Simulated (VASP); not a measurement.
# TaN (P-62m) in VASP: notebook

The runs below take TaN through single point, with PBEsol.

All numbers are computed with VASP 6.6.1; they aren't measurements. Logs are shortened: lines on timing, memory, paths and dates and some standing lists are left out, and cuts for length are marked.

**1. The cell of the first run**

Symmetry: P-62m, No. 189, hexagonal system. The conventional cell has a = 5.126 Å, b = 5.126 Å, c = 2.872 Å, α = 90.00°, β = 90.00°, γ = 120.00°. Within 3.0 Å of Ta (site symmetry -6) lie 6 N at 2.13 Å and 5 Ta at 2.87 to 2.96 Å. Ta (site symmetry -62m) has 3 N at 2.01 Å within 2.7 Å. N (site symmetry m2m) has 5 Ta at 2.01 to 2.13 Å and 6 N at 2.73 to 2.87 Å within 2.9 Å.

**2. Single point, PBEsol (10.89 Å³/atom)**

File INCAR:

```
SYSTEM = TaN
PREC = Accurate ; ENCUT = 520
EDIFF = 1E-7 ; ISMEAR = -1
SIGMA = 0.01 ; LREAL = .FALSE.
LASPH = .TRUE. ; NELM = 100
ALGO = Normal ; ISIF = 2
LWAVE = .FALSE. ; LCHARG = .FALSE.
GGA = PS ; NBANDS = 33
```

File KPOINTS:

```
regular mesh
0
G
  6 6 9
  0 0 0
```

File POSCAR:

```
TaN
1.0
    5.1257760305      0.0000000000      0.0000000000
   -2.5628880152      4.4390522565      0.0000000000
    0.0000000000      0.0000000000      2.8716573394
Ta N
3 3
Direct
    0.3333333333      0.6666666667      0.5000000000
    0.6666666667      0.3333333333      0.5000000000
    0.0000000000      0.0000000000      0.0000000000
    0.3928500000      0.0000000000      0.0000000000
    0.6071500000      0.6071500000      0.0000000000
    0.0000000000      0.3928500000      0.0000000000
```

Potentials or basis: VASP PAW PBE potentials, release 64 (Ta_pv, N).

Launch:

```sh
> cat potpaw_PBE.64/Ta_pv/POTCAR potpaw_PBE.64/N/POTCAR > POTCAR
> mpirun -np 1 vasp_std > vasp.out
```

OUTCAR:

```text
SYSTEM = TaN
   PREC = Accurate
   ENCUT = 520
   EDIFF = 1E-7
   ISMEAR = -1
   LREAL = .FALSE.
   LASPH = .TRUE.
   NELM = 100
   ISIF = 2
   GGA = PS

 ion  position               nearest neighbor table
   1  0.333  0.667  0.500-   4 2.13   4 2.13   6 2.13   6 2.13   5 2.13   5 2.13   2 2.96   2 2.96
                             2 2.96   3 3.29   3 3.29   3 3.29   3 3.29   3 3.29   3 3.29
   2  0.667  0.333  0.500-   6 2.13   6 2.13   4 2.13   4 2.13   5 2.13   5 2.13   1 2.96   1 2.96
                             1 2.96   3 3.29   3 3.29   3 3.29   3 3.29   3 3.29   3 3.29
   3  0.000  0.000  0.000-   6 2.01   4 2.01   5 2.01   2 3.29   1 3.29   1 3.29   2 3.29   1 3.29
                             1 3.29   2 3.29   2 3.29   2 3.29   2 3.29   1 3.29   1 3.29
   4  0.393  0.000  0.000-   3 2.01   1 2.13   1 2.13   2 2.13   2 2.13
   5  0.607  0.607  0.000-   3 2.01   2 2.13   2 2.13   1 2.13   1 2.13
   6  0.000  0.393  0.000-   3 2.01   2 2.13   2 2.13   1 2.13   1 2.13

  LATTYP: Found a hexagonal cell.
 ALAT       =     5.1257760305
 C/A-ratio  =     0.5602385516

  Lattice vectors:

 A1 = (   5.1257760305,   0.0000000000,   0.0000000000)
 A2 = (  -2.5628880152,   4.4390522565,   0.0000000000)
 A3 = (   0.0000000000,   0.0000000000,   2.8716573394)

Analysis of symmetry for initial positions (statically):
=====================================================================
 Subroutine PRICEL returns:
 Original cell was already a primitive cell.

 Routine SETGRP: Setting up the symmetry group for a
 hexagonal supercell.

 Subroutine GETGRP returns: Found 12 space group operations
 (whereof 12 operations were pure point group operations)
 out of a pool of 24 trial point group operations.

The static configuration has the point symmetry D_3h.

Analysis of symmetry for dynamics (positions and initial velocities):
=====================================================================
 Subroutine PRICEL returns:
 Original cell was already a primitive cell.

 Routine SETGRP: Setting up the symmetry group for a
 hexagonal supercell.

 Subroutine GETGRP returns: Found 12 space group operations
 (whereof 12 operations were pure point group operations)
 out of a pool of 24 trial point group operations.

The dynamic configuration has the point symmetry D_3h.

 Subroutine INISYM returns: Found 12 space group operations
 (whereof 12 operations are pure point group operations),
 and found     1 'primitive' translations

----------------------------------------------------------------------------------------

                                     Primitive cell

  volume of cell :      65.3405

  direct lattice vectors                    reciprocal lattice vectors
     5.125776030  0.000000000  0.000000000     0.195092410  0.112636656  0.000000000
    -2.562888015  4.439052257  0.000000000     0.000000000  0.225273311  0.000000000
     0.000000000  0.000000000  2.871657339     0.000000000  0.000000000  0.348230963

  length of vectors
     5.125776030  5.125776030  2.871657339     0.225273311  0.225273311  0.348230963

  position of ions in fractional coordinates (direct lattice)
     0.333333333  0.666666667  0.500000000
     0.666666667  0.333333333  0.500000000
     0.000000000  0.000000000  0.000000000
     0.392850000  0.000000000  0.000000000
     0.607150000  0.607150000  0.000000000
     0.000000000  0.392850000  0.000000000

  ion indices of the primitive-cell ions
   primitive index   ion index
                 1           1
                 2           2
                 3           3
                 4           4
                 5           5
                 6           6

----------------------------------------------------------------------------------------

 KPOINTS: regular mesh

Automatic generation of k-mesh.
 Grid dimensions read from file:
 generate k-points for:    6    6    9

 Generating k-lattice:

  Cartesian coordinates                     Fractional coordinates (reciprocal lattice)
     0.032515402  0.018772776  0.000000000     0.166666667  0.000000000  0.000000000
     0.000000000  0.037545552  0.000000000     0.000000000  0.166666667  0.000000000
     0.000000000  0.000000000  0.038692329     0.000000000  0.000000000  0.111111111

  Length of vectors
     0.037545552  0.037545552  0.038692329

  Shift w.r.t. Gamma in fractional coordinates (k-lattice)
     0.000000000  0.000000000  0.000000000

 Subroutine IBZKPT returns following result:
 ===========================================

 Found     35 irreducible k-points:

 Following reciprocal coordinates:
            Coordinates               Weight
  0.000000  0.000000  0.000000      1.000000
  0.166667  0.000000  0.000000      6.000000
  0.333333  0.000000  0.000000      6.000000
  0.500000  0.000000  0.000000      3.000000
  0.166667  0.166667  0.000000      6.000000
  0.333333  0.166667  0.000000     12.000000
[... 16 lines left out ...]
  0.166667  0.000000  0.333333     12.000000
  0.333333  0.000000  0.333333     12.000000
 [... further k-points ...]
   k-points           NKPTS =     35   k-points in BZ     NKDIM =     35   number of bands    NBANDS=     33
   number of dos      NEDOS =    301   number of ions     NIONS =      6
   total plane-waves  NPLWV =  38400
   dimension x,y,z NGX =    40 NGY =   40 NGZ =   24
   dimension x,y,z NGXF=    80 NGYF=   80 NGZF=   48
   ions per type =               3   3
   NGX,Y,Z   is equivalent  to a cutoff of  12.97, 12.97, 13.89 a.u.
   NGXF,Y,Z  is equivalent  to a cutoff of  25.95, 25.95, 27.79 a.u.
 SYSTEM =  TaN
   PREC   = accura    normal or accurate (medium, high low for compatibility)
   ISTART =      0    job   : 0-new  1-cont  2-samecut
   ICHARG =      2    charge: 1-file 2-atom 10-const
   ISPIN  =      1    spin polarized calculation?
   LNONCOLLINEAR =      F non collinear calculations
   LSORBIT =      F    spin-orbit coupling
   LASPH  =      T    aspherical Exc in radial PAW
   ENCUT  =  520.0 eV  38.22 Ry    6.18 a.u.   9.53  9.53  5.34*2*pi/ulx,y,z
   NELM   =    100;   NELMIN=  2; NELMDL= -5     # of ELM steps
   EDIFF  = 0.1E-06   stopping-criterion for ELM
   LREAL  =      F    real-space projection
   EDIFFG = 0.1E-05   stopping-criterion for IOM
   NSW    =      0    number of steps for IOM
   IBRION =     -1    ionic relax: 0-MD 1-quasi-New 2-CG
   NFREE  =      0    steps in history (QN), initial steepest desc. (CG)
   ISIF   =      2    stress and relaxation
   ISYM   =      2    0-nonsym 1-usesym 2-fastsym
   POTIM  = 0.5000    time-step for ionic-motion
   TEBEG  =    0.0;   TEEND  =   0.0 temperature during run
   PSTRESS=    0.0 pullay stress
   NELECT =      48.0000    total number of electrons
   NUPDOWN=      -1.0000    fix difference up-down
   EMIN   =  10.00;   EMAX   =-10.00  energy-range for DOS
   EFERMI =   0.00;   METHOD = LEGACY
   ISMEAR =    -1;   SIGMA  =   0.01  broadening in eV -4-tet -1-fermi 0-gaus
   EFERMI_NEDOS =   21; number of points for ismear=-14 and -15
   IALGO  =     38    algorithm
   IMIX   =      4    mixing-type and parameters
     AMIX     =   0.40;   BMIX     =  1.00
     AMIX_MAG =   1.60;   BMIX_MAG =  1.00
  volume/ion in A,a.u.               =      10.89        73.49
  Fermi-wavevector in a.u.,A,eV,Ry     =   1.477161  2.791429 29.687963  2.182004
  Thomas-Fermi vector in A             =   2.591599
   LORBIT       =      0    0 simple, 1 ext, 2 COOP (PROOUT), +10 PAW based schemes
   GGA     = PS    functional components
   LHFCALC =     F    Hartree Fock is set to
   AEXX    =    0.0000 exact exchange contribution
   IVDW    =     0    specifies the selected vdW correction
   LEPSILON=     F    determine dielectric tensor
   LRPA    =     F    only Hartree local field effects (RPA)
 non-spin polarized calculation
  energy-cutoff  :      520.00
  volume of cell :       65.34
 maximum number of plane-waves:      1786
 NGX is ok and might be reduce to    40
   NGX = 19   NGY = 19   NGZ = 11

 number of electron      47.9999997 magnetization

 Free energy of the ion-electron system (eV)
  ---------------------------------------------------
  ext. energy  EPLUGINS =         0.00000000
  ---------------------------------------------------
  free energy    TOTEN  =       -71.36197943 eV

  energy without entropy =      -71.36098737  energy(sigma->0) =      -71.36148340

 E-fermi :   8.6151     XC(G=0): -13.3811

 val. band max:        8.6064201473   @ k =   0.1667   0.0000   0.3333
 cond. band min:       8.6181586899   @ k =   0.0000   0.0000   0.2222
 fundamental gap:      0.0117385426
 Fermi energy:         8.6150797740

 k-point     1 :       0.0000    0.0000    0.0000
  band No.  band energies     occupation
      1     -27.5558      2.00000
      2     -27.5558      2.00000
      3     -27.1626      2.00000
      4     -27.1626      2.00000
      5     -26.9489      2.00000
      6     -26.8208      2.00000
[... 25 lines left out ...]
     32      11.9868      0.00000
     33      11.9868      0.00000

 k-point     2 :       0.1667    0.0000    0.0000
  band No.  band energies     occupation
      1     -27.5848      2.00000
      2     -27.5499      2.00000
      3     -27.1310      2.00000
      4     -27.1230      2.00000
      5     -26.9408      2.00000
      6     -26.8282      2.00000
[... 25 lines left out ...]
     32      11.9631      0.00000
     33      12.2052      0.00000
[... 754 lines left out ...]
     32      12.3078      0.00000
     33      13.5277      0.00000

 k-point    24 :       0.3333    0.0000    0.3333
  band No.  band energies     occupation
      1     -27.6847      2.00000
      2     -27.5460      2.00000
      3     -27.4634      2.00000
      4     -27.3585      2.00000
      5     -27.0562      2.00000
      6     -26.9482      2.00000
[... 25 lines left out ...]
     32      12.5660      0.00000
     33      13.9808      0.00000

 [... further k-points ...]

------------------------ aborting loop because EDIFF is reached ----------------------------------------

  FORCE on cell =-STRESS in cart. coord.  units (eV):
  Direction    XX          YY          ZZ          XY          YZ          ZX
  --------------------------------------------------------------------------------------
  -------------------------------------------------------------------------------------
  Total        4.7725639      4.7725639      4.5012915      0.0000000      0.0000000     -0.0000000
  in kB      117.0253186    117.0253186    110.3736033      0.0000000      0.0000000     -0.0000000
  external PRESSURE =     114.8080801 kB  Pullay stress =       0.0000000 kB

 VOLUME and BASIS-vectors are now :
 -----------------------------------------------------------------------------
  energy-cutoff  :      520.00
  volume of cell :       65.34
      direct lattice vectors                 reciprocal lattice vectors
     5.125776030  0.000000000  0.000000000     0.195092410  0.112636656  0.000000000
    -2.562888015  4.439052257  0.000000000     0.000000000  0.225273311  0.000000000
     0.000000000  0.000000000  2.871657339     0.000000000  0.000000000  0.348230963

 POSITION                                       TOTAL-FORCE (eV/Angst)
 -----------------------------------------------------------------------------------
     -0.00000      2.95937      1.43583        -0.000000      0.000000     -0.000000
      2.56289      1.47968      1.43583        -0.000000      0.000000     -0.000000
      0.00000      0.00000      0.00000        -0.000000      0.000000     -0.000000
      2.01366      0.00000      0.00000         0.216864      0.000000     -0.000000
      1.55606      2.69517      0.00000        -0.108432     -0.187810      0.000000
     -1.00683      1.74388      0.00000        -0.108432      0.187810      0.000000
 -----------------------------------------------------------------------------------
    total drift:                               -0.000001     -0.000002      0.000000

  FREE ENERGIE OF THE ION-ELECTRON SYSTEM (eV)
  ---------------------------------------------------
  free  energy   TOTEN  =       -71.3619794283 eV

  energy  without entropy=      -71.3609873709  energy(sigma->0) =      -71.36148340
```

Wall time 52 s (1 thread of Intel Xeon 6975P-C (Granite Rapids), shared host); peak memory 0.21 GiB.

What came out:

* Free energy: -71.3620 eV
* Pressure: 11.5 GPa
* Largest force: 0.217 eV/Å
* Band gap on the k mesh: zero (bands 24 and 25 overlap by 3.23 eV)

Forces in eV/Å, atoms in the order of the input:
```
Ta   0.000  0.000  0.000
Ta   0.000  0.000  0.000
Ta   0.000  0.000  0.000
N    0.217  0.000  0.000
N   -0.108 -0.188  0.000
N   -0.108  0.188  0.000
```

Caveat: the cell stands under pressure; the PAW data sets were made with another functional, which shifts forces and pressure a little; spin-orbit coupling is left out, which moves the levels of the heavy elements.

**3. Single point, PBEsol (11.23 Å³/atom)**

This run uses another cell than the first one, of 11.23 Å³/atom.

File INCAR:

```
SYSTEM = TaN
PREC     = Accurate       ! precision mode
ENCUT    = 520            ! plane-wave cutoff, eV
EDIFF    = 1E-6           ! SCF threshold, eV
ISMEAR   = -1             ! smearing method
SIGMA    = 0.01           ! smearing width, eV
LREAL    = .FALSE.        ! projectors in reciprocal space
LASPH    = .TRUE.         ! aspherical terms in the spheres
NELM     = 100            ! most SCF steps
ALGO     = Normal         ! electronic algorithm
ISIF     = 2              ! what is computed and relaxed
LWAVE    = .FALSE.        ! write WAVECAR
LCHARG   = .FALSE.        ! write CHGCAR
GGA      = PS             ! functional
NBANDS   = 33             ! bands
```

KPOINTS is that of step 2.

Edit POSCAR of step 2 so:

```diff
@@ -2,5 +2,5 @@
 1.0
-    5.1257760305      0.0000000000      0.0000000000
-   -2.5628880152      4.4390522565      0.0000000000
-    0.0000000000      0.0000000000      2.8716573394
+    5.1786228078      0.0000000000      0.0000000000
+   -2.5893114038      4.4848189081      0.0000000000
+    0.0000000000      0.0000000000      2.9012641413
 Ta N
```

Potentials or basis: VASP PAW PBE potentials, release 64 (Ta_pv, N).

Launch:

```sh
> cat potpaw_PBE.64/Ta_pv/POTCAR potpaw_PBE.64/N/POTCAR > POTCAR
> mpirun -np 1 vasp_std > vasp.out
```

Wall time 57 s (1 thread of Intel Xeon 6975P-C (Granite Rapids), shared host); peak memory 0.21 GiB.

It converged, with:

```
Free energy            : -71.4374 eV
Pressure               : 0.4 GPa
Largest force          : 0.074 eV/Å
Band gap on the k mesh : zero (bands 24 and 25 overlap by 3.13 eV)
```

Forces on the atoms (eV/Å):
```
Ta   0.000  0.000  0.000
Ta   0.000  0.000  0.000
Ta   0.000  0.000  0.000
N    0.074  0.000  0.000
N   -0.037 -0.064  0.000
N   -0.037  0.064  0.000
```

Stress tensor (GPa, compression positive):
```
 0.83  0.00  0.00
 0.00  0.83  0.00
 0.00  0.00 -0.56
```

Levels at points of the mesh, in eV from the Fermi level:
```csv
k point,band 20,band 21,band 22,band 23,band 24,band 25,band 26,band 27,band 28,band 29
"(0.00, 0.00, 0.00)",-5.05,-4.27,-3.32,-1.92,-0.91,-0.91,0.58,0.58,1.87,1.96
"(0.50, 0.00, 0.00)",-4.62,-3.90,-3.89,-2.85,-2.66,1.24,1.82,1.95,2.45,2.46
```

Caveat: the PAW data sets were made with another functional, which shifts forces and pressure a little; spin-orbit coupling is left out, which moves the levels of the heavy elements.

**4. Single point, PBEsol (11.57 Å³/atom)**

This run uses another cell than the first one, of 11.57 Å³/atom.

File INCAR:

```
SYSTEM = TaN
PREC = Accurate ; ENCUT = 520
EDIFF = 1E-7 ; ISMEAR = -1
SIGMA = 0.01 ; LREAL = .False.
LASPH = .True. ; NELM = 60
ALGO = Normal ; ISIF = 2
LWAVE = .False. ; LCHARG = .False.
GGA = PS ; NBANDS = 33
```

File KPOINTS:

```
Automatic mesh
0
Gamma
  6 6 9
  0 0 0
```

Edit POSCAR of step 3 so:

```diff
@@ -2,5 +2,5 @@
 1.0
-    5.1786228078      0.0000000000      0.0000000000
-   -2.5893114038      4.4848189081      0.0000000000
-    0.0000000000      0.0000000000      2.9012641413
+    5.2304124715      0.0000000000      0.0000000000
+   -2.6152062357      4.5296700726      0.0000000000
+    0.0000000000      0.0000000000      2.9302787075
 Ta N
```

Launch:

```sh
> cat potpaw_PBE.64/Ta_pv/POTCAR potpaw_PBE.64/N/POTCAR > POTCAR
> mpirun -np 1 vasp_std > vasp.out
```

Run time: 53 s. Hardware: 1 thread of Intel Xeon 6975P-C (Granite Rapids), shared host; peak memory 0.22 GiB.

It converged, with:

```yaml
Free_energy: -71.3819 eV
Pressure: -9.1 GPa
Largest_force: 0.056 eV/Å
Band_gap_on_the_k_mesh: zero (bands 24 and 25 overlap by 3.04 eV)
```

Forces on the atoms (eV/Å):
```
Ta   0.000  0.000  0.000
Ta   0.000  0.000  0.000
Ta   0.000  0.000  0.000
N   -0.056  0.000  0.000
N    0.028  0.048  0.000
N    0.028 -0.048  0.000
```

Stress tensor (GPa, compression positive):
```
 -8.43   0.00   0.00
  0.00  -8.43   0.00
  0.00   0.00 -10.42
```

Levels at points of the mesh, in eV from the Fermi level:
```
           k point  band 20  band 21  band 22  band 23  band 24  band 25  band 26  band 27  band 28  band 29
(0.00, 0.00, 0.00)    -4.91    -4.14    -3.25    -1.87    -0.86    -0.86     0.58     0.58     1.81     1.88
(0.50, 0.00, 0.00)    -4.50    -3.80    -3.76    -2.77    -2.55     1.18     1.76     1.89     2.37     2.38
```

Caveat: the cell stands under tension; the PAW data sets were made with another functional, which shifts forces and pressure a little; spin-orbit coupling is left out, which moves the levels of the heavy elements.

[end of part 1 of 2]
